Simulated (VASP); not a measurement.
# HfO2: single point with PBE

HfO2:

```xyz
3
Lattice="0.0000 2.5658 2.5658 2.5658 0.0000 2.5658 2.5658 2.5658 0.0000" Properties=species:S:1:pos:R:3 pbc="T T T"
Hf    0.0000    0.0000    0.0000
O     1.2829    1.2829    1.2829
O     3.8487    3.8487    3.8487
```

* Program: VASP 6.6.1
* Task: single point
* Functional: PBE
* Potentials or basis: VASP PAW PBE potentials, release 64 (Hf_pv, O)
* Cutoff: 600 eV
* k mesh: 4 × 4 × 4
* Occupations: fermi-dirac, width 0.0612256 eV
* Spin: no spin polarisation
* Dipole correction: no
* Further INCAR settings: ALGO = Normal; EDIFF = 1e-06; NBANDS = 18

```yaml
Pressure: -8.4 GPa
Band_gap_on_the_k_mesh: 3.70 eV, direct
```

Levels at points of the mesh, in eV from the valence-band top:
| k point | band 8 | band 9 | band 10 | band 11 | band 12 | band 13 | band 14 | band 15 |
| --- | --- | --- | --- | --- | --- | --- | --- | --- |
| (0.00, 0.00, 0.00) | -5.12 | -0.59 | -0.59 | -0.59 | 3.79 | 3.79 | 5.55 | 9.97 |
| (0.50, 0.00, 0.00) | -2.99 | -2.65 | -1.79 | -1.79 | 4.47 | 4.47 | 6.65 | 8.95 |
| (0.50, 0.50, 0.00) | -3.38 | -1.47 | -1.47 | 0.00 | 3.70 | 5.31 | 6.31 | 7.84 |

It took 6.3 s on 1 thread of Intel(R) Xeon(R) Platinum 8488C (Sapphire Rapids) (shared host), peak memory 0.16 GiB.

Caveat: the k points lie up to 0.53 Å⁻¹ apart; spin-orbit coupling is left out, which moves the levels of the heavy elements. A k mesh can miss the band edges.
